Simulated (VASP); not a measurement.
# LuPdO2 (P6/mmm) in VASP: a series of runs

The runs below take LuPdO2 through single point, relaxation of cell and atoms, with PBE.

Everything below comes from runs of VASP 6.6.1. Logs are shortened: lines on timing, memory, paths and dates and some standing lists are left out, and cuts for length are marked.

**1. The cell of the first run**

Symmetry: P6/mmm, No. 191, hexagonal system. The conventional cell has a = 3.342 Å, b = 3.342 Å, c = 5.940 Å, α = 90.00°, β = 90.00°, γ = 120.00°. Within 3.9 Å of Lu (site symmetry 6/mmm) lie 2 Pd at 2.97 Å and 6 Lu at 3.34 Å and 12 O at 3.54 Å. Within 2.6 Å of Pd (site symmetry 6/mmm) lie 6 O at 1.93 Å. O (site symmetry -6m2) has 3 O at 1.93 Å and 3 Pd at 1.93 Å within 2.6 Å.

**2. Single point, PBE**

File INCAR:

```
PREC = Accurate ; ENCUT = 520
EDIFF = 1E-6 ; ISMEAR = 0
SIGMA = 0.1 ; LREAL = F
LASPH = T ; NELM = 100
ALGO = Normal ; ISIF = 2
LWAVE = F ; LCHARG = F
GGA = PE ; NBANDS = 32
```

File KPOINTS:

```
Automatic mesh
0
Gamma
  6 6 4
```

File POSCAR:

```
LuPdO2
1.0
    3.3419921100      0.0000000000      0.0000000000
   -1.6709960600      2.8942500700      0.0000000000
    0.0000000000      0.0000000000      5.9395207100
Lu Pd O
1 1 2
Direct
    0.0000000000      0.0000000000      0.0000000000
    0.0000000000      0.0000000000      0.5000000000
    0.3333333300      0.6666666700      0.5000000000
    0.6666666700      0.3333333300      0.5000000000
```

Potentials or basis: VASP PAW PBE potentials, release 64 (Lu, Pd, O).

On the command line:

```
$ cat potpaw_PBE.64/Lu/POTCAR potpaw_PBE.64/Pd/POTCAR potpaw_PBE.64/O/POTCAR > POTCAR
$ mpirun -np 1 vasp_std > vasp.out
```

OUTCAR:

```text
PREC = Accurate
   ENCUT = 520
   EDIFF = 1E-6
   ISMEAR = 0
   LREAL = F
   LASPH = T
   NELM = 100
   ISIF = 2
   GGA = PE

 ion  position               nearest neighbor table
   1  0.000  0.000  0.000-   2 2.97   2 2.97
   2  0.000  0.000  0.500-   3 1.93   4 1.93   4 1.93   3 1.93   4 1.93   3 1.93   1 2.97   1 2.97

   3  0.333  0.667  0.500-   4 1.93   2 1.93   4 1.93   2 1.93   2 1.93   4 1.93
   4  0.667  0.333  0.500-   3 1.93   2 1.93   3 1.93   2 1.93   2 1.93   3 1.93

  LATTYP: Found a hexagonal cell.
 ALAT       =     3.3419921100
 C/A-ratio  =     1.7772395968

  Lattice vectors:

 A1 = (   3.3419921100,   0.0000000000,   0.0000000000)
 A2 = (  -1.6709960600,   2.8942500700,   0.0000000000)
 A3 = (   0.0000000000,   0.0000000000,   5.9395207100)

Analysis of symmetry for initial positions (statically):
=====================================================================
 Subroutine PRICEL returns:
 Original cell was already a primitive cell.

 Routine SETGRP: Setting up the symmetry group for a
 hexagonal supercell.

 Subroutine GETGRP returns: Found 24 space group operations
 (whereof 24 operations were pure point group operations)
 out of a pool of 24 trial point group operations.

The static configuration has the point symmetry D_6h.

Analysis of symmetry for dynamics (positions and initial velocities):
=====================================================================
 Subroutine PRICEL returns:
 Original cell was already a primitive cell.

 Routine SETGRP: Setting up the symmetry group for a
 hexagonal supercell.

 Subroutine GETGRP returns: Found 24 space group operations
 (whereof 24 operations were pure point group operations)
 out of a pool of 24 trial point group operations.

The dynamic configuration has the point symmetry D_6h.

 Subroutine INISYM returns: Found 24 space group operations
 (whereof 24 operations are pure point group operations),
 and found     1 'primitive' translations

----------------------------------------------------------------------------------------

                                     Primitive cell

  volume of cell :      57.4504

  direct lattice vectors                    reciprocal lattice vectors
     3.341992110  0.000000000  0.000000000     0.299222729  0.172756324  0.000000000
    -1.670996060  2.894250070  0.000000000     0.000000000  0.345512646  0.000000000
     0.000000000  0.000000000  5.939520710     0.000000000  0.000000000  0.168363753

  length of vectors
     3.341992110  3.341992116  5.939520710     0.345512647  0.345512646  0.168363753

  position of ions in fractional coordinates (direct lattice)
     0.000000000  0.000000000  0.000000000
     0.000000000  0.000000000  0.500000000
     0.333333330  0.666666670  0.500000000
     0.666666670  0.333333330  0.500000000

  ion indices of the primitive-cell ions
   primitive index   ion index
                 1           1
                 2           2
                 3           3
                 4           4

----------------------------------------------------------------------------------------

 KPOINTS: Automatic mesh

Automatic generation of k-mesh.
 Grid dimensions read from file:
 generate k-points for:    6    6    4

 Generating k-lattice:

  Cartesian coordinates                     Fractional coordinates (reciprocal lattice)
     0.049870455  0.028792721  0.000000000     0.166666667  0.000000000  0.000000000
     0.000000000  0.057585441  0.000000000     0.000000000  0.166666667  0.000000000
     0.000000000  0.000000000  0.042090938     0.000000000  0.000000000  0.250000000

  Length of vectors
     0.057585441  0.057585441  0.042090938

  Shift w.r.t. Gamma in fractional coordinates (k-lattice)
     0.000000000  0.000000000  0.000000000

 Subroutine IBZKPT returns following result:
 ===========================================

 Found     21 irreducible k-points:

 Following reciprocal coordinates:
            Coordinates               Weight
  0.000000  0.000000  0.000000      1.000000
  0.166667 -0.000000  0.000000      6.000000
  0.333333 -0.000000  0.000000      6.000000
  0.500000  0.000000  0.000000      3.000000
  0.166667  0.166667  0.000000      6.000000
  0.333333  0.166667  0.000000     12.000000
[... 13 lines left out ...]
  0.333333  0.166667  0.500000     12.000000
  0.333333  0.333333  0.500000      2.000000
   k-points           NKPTS =     21   k-points in BZ     NKDIM =     21   number of bands    NBANDS=     32
   number of dos      NEDOS =    301   number of ions     NIONS =      4
   total plane-waves  NPLWV =  37632
   dimension x,y,z NGX =    28 NGY =   28 NGZ =   48
   dimension x,y,z NGXF=    56 NGYF=   56 NGZF=   96
   ions per type =               1   1   2
   NGX,Y,Z   is equivalent  to a cutoff of  13.93, 13.93, 13.44 a.u.
   NGXF,Y,Z  is equivalent  to a cutoff of  27.86, 27.86, 26.87 a.u.
 SYSTEM =  unknown system
   PREC   = accura    normal or accurate (medium, high low for compatibility)
   ISTART =      0    job   : 0-new  1-cont  2-samecut
   ICHARG =      2    charge: 1-file 2-atom 10-const
   ISPIN  =      1    spin polarized calculation?
   LNONCOLLINEAR =      F non collinear calculations
   LSORBIT =      F    spin-orbit coupling
   LASPH  =      T    aspherical Exc in radial PAW
   ENCUT  =  520.0 eV  38.22 Ry    6.18 a.u.   6.21  6.21 11.04*2*pi/ulx,y,z
   NELM   =    100;   NELMIN=  2; NELMDL= -5     # of ELM steps
   EDIFF  = 0.1E-05   stopping-criterion for ELM
   LREAL  =      F    real-space projection
   EDIFFG = 0.1E-04   stopping-criterion for IOM
   NSW    =      0    number of steps for IOM
   IBRION =     -1    ionic relax: 0-MD 1-quasi-New 2-CG
   NFREE  =      0    steps in history (QN), initial steepest desc. (CG)
   ISIF   =      2    stress and relaxation
   ISYM   =      2    0-nonsym 1-usesym 2-fastsym
   POTIM  = 0.5000    time-step for ionic-motion
   TEBEG  =    0.0;   TEEND  =   0.0 temperature during run
   PSTRESS=    0.0 pullay stress
   NELECT =      47.0000    total number of electrons
   NUPDOWN=      -1.0000    fix difference up-down
   EMIN   =  10.00;   EMAX   =-10.00  energy-range for DOS
   EFERMI =   0.00;   METHOD = LEGACY
   ISMEAR =     0;   SIGMA  =   0.10  broadening in eV -4-tet -1-fermi 0-gaus
   EFERMI_NEDOS =   21; number of points for ismear=-14 and -15
   IALGO  =     38    algorithm
   IMIX   =      4    mixing-type and parameters
     AMIX     =   0.40;   BMIX     =  1.00
     AMIX_MAG =   1.60;   BMIX_MAG =  1.00
  volume/ion in A,a.u.               =      14.36        96.92
  Fermi-wavevector in a.u.,A,eV,Ry     =   1.531122  2.893401 31.896613  2.344335
  Thomas-Fermi vector in A             =   2.638510
   LORBIT       =      0    0 simple, 1 ext, 2 COOP (PROOUT), +10 PAW based schemes
   GGA     = PE    functional components
   LHFCALC =     F    Hartree Fock is set to
   AEXX    =    0.0000 exact exchange contribution
   IVDW    =     0    specifies the selected vdW correction
   LEPSILON=     F    determine dielectric tensor
   LRPA    =     F    only Hartree local field effects (RPA)
 non-spin polarized calculation
 Gauss-broadening in eV      SIGMA  =   0.10
  energy-cutoff  :      520.00
  volume of cell :       57.45
 maximum number of plane-waves:      1571
 NGX is ok and might be reduce to    28
   NGX = 13   NGY = 13   NGZ = 23

 number of electron      46.9999994 magnetization

 Free energy of the ion-electron system (eV)
  ---------------------------------------------------
  ext. energy  EPLUGINS =         0.00000000
  ---------------------------------------------------
  free energy    TOTEN  =       -16.94486922 eV

  energy without entropy =      -16.93564591  energy(sigma->0) =      -16.94025756

 E-fermi :   5.9230     XC(G=0): -11.4760

 val. band max:        5.8392744264   @ k =   0.3333   0.1667   0.0000
 cond. band min:       5.9516424807   @ k =   0.5000   0.0000   0.2500
 fundamental gap:      0.1123680543
 Fermi energy:         5.9230471428

 k-point     1 :       0.0000    0.0000    0.0000
  band No.  band energies     occupation
      1     -51.3649      2.00000
      2     -22.1865      2.00000
      3     -21.6964      2.00000
      4     -21.6964      2.00000
      5     -17.0245      2.00000
      6     -10.5024      2.00000
[... 24 lines left out ...]
     31      10.2960      0.00000
     32      16.6594      0.00000

 k-point     2 :       0.1667   -0.0000    0.0000
  band No.  band energies     occupation
      1     -51.3575      2.00000
      2     -22.1688      2.00000
      3     -21.8267      2.00000
      4     -21.7265      2.00000
      5     -16.6461      2.00000
      6     -11.4612      2.00000
[... 24 lines left out ...]
     31      10.7941      0.00000
     32      16.9481      0.00000

 k-point     3 :       0.3333   -0.0000    0.0000
  band No.  band energies     occupation
      1     -51.3425      2.00000
      2     -22.1331      2.00000
      3     -22.0782      2.00000
      4     -21.7861      2.00000
      5     -15.6586      2.00000
      6     -12.9368      2.00000
[... 24 lines left out ...]
     31      10.7859      0.00000
     32      14.5552      0.00000

 k-point     4 :       0.5000    0.0000    0.0000
  band No.  band energies     occupation
      1     -51.3350      2.00000
      2     -22.1996      2.00000
      3     -22.1151      2.00000
      4     -21.8157      2.00000
      5     -14.6717      2.00000
      6     -13.9931      2.00000
[... 549 lines left out ...]
     31      12.2427      0.00000
     32      16.1633      0.00000

 k-point    20 :       0.3333    0.1667    0.5000
  band No.  band energies     occupation
      1     -51.3349      2.00000
      2     -22.1365      2.00000
      3     -22.1213      2.00000
      4     -21.8829      2.00000
      5     -14.9178      2.00000
      6     -13.6467      2.00000
[... 24 lines left out ...]
     31      12.9537      0.00000
     32      13.0064      0.00000

 k-point    21 :       0.3333    0.3333    0.5000
  band No.  band energies     occupation
      1     -51.3311      2.00000
      2     -22.1122      2.00000
      3     -22.0494      2.00000
      4     -22.0494      2.00000
      5     -14.2190      2.00000
      6     -14.2190      2.00000
[... 24 lines left out ...]
     31      13.1945      0.00000
     32      14.6031      0.00000

------------------------ aborting loop because EDIFF is reached ----------------------------------------

  FORCE on cell =-STRESS in cart. coord.  units (eV):
  Direction    XX          YY          ZZ          XY          YZ          ZX
  --------------------------------------------------------------------------------------
  -------------------------------------------------------------------------------------
  Total       24.1561643     24.1561643     -0.8479523     -0.0000000      0.0000000      0.0000000
  in kB      673.6676347    673.6676363    -23.6477133     -0.0000012      0.0000000      0.0000000
  external PRESSURE =     441.2291859 kB  Pullay stress =       0.0000000 kB

 VOLUME and BASIS-vectors are now :
 -----------------------------------------------------------------------------
  energy-cutoff  :      520.00
  volume of cell :       57.45
      direct lattice vectors                 reciprocal lattice vectors
     3.341992110  0.000000000  0.000000000     0.299222729  0.172756324  0.000000000
    -1.670996060  2.894250070  0.000000000     0.000000000  0.345512646  0.000000000
     0.000000000  0.000000000  5.939520710     0.000000000  0.000000000  0.168363753

 POSITION                                       TOTAL-FORCE (eV/Angst)
 -----------------------------------------------------------------------------------
      0.00000      0.00000      0.00000         0.000000      0.000000      0.000000
      0.00000      0.00000      2.96976         0.000000      0.000000      0.000000
     -0.00000      1.92950      2.96976        -0.000000      0.000000      0.000000
      1.67100      0.96475      2.96976         0.000000     -0.000000      0.000000
 -----------------------------------------------------------------------------------
    total drift:                                0.000000      0.000000      0.000000

  FREE ENERGIE OF THE ION-ELECTRON SYSTEM (eV)
  ---------------------------------------------------
  free  energy   TOTEN  =       -16.9448692211 eV

  energy  without entropy=      -16.9356459053  energy(sigma->0) =      -16.94025756
```

It took 27 s on 1 thread of AMD EPYC 9R45 (Zen 5), shared host; peak memory 0.18 GiB.

What came out:

```yaml
Free_energy: -16.9449 eV
Pressure: 44.1 GPa
```

Levels at points of the mesh, in eV from the Fermi level:
```
           k point  band 19  band 20  band 21  band 22  band 23  band 24  band 25  band 26  band 27  band 28
(0.00, 0.00, 0.00)    -3.99    -3.63    -1.99    -1.99    -1.75     1.83     1.83     2.13     2.13     2.26
(0.50, 0.00, 0.00)    -4.23    -3.76    -2.11    -2.08    -1.74    -0.60     0.61     1.14     3.43     3.48
(0.00, 0.00, 0.50)    -3.94    -3.89    -2.00    -2.00    -1.75     1.16     1.81     1.81     2.12     2.12
(0.50, 0.00, 0.50)    -4.11    -3.49    -2.14    -2.07    -1.54    -0.59    -0.32     0.99     1.90     3.23
```

Caveat: the k points lie up to 0.36 Å⁻¹ apart; spin-orbit coupling is left out, which moves the levels of the heavy elements; an odd number of electrons without spin polarisation forces a metal; a magnetic or distorted state may lie lower.

(Part 1 of 2 ends here.)
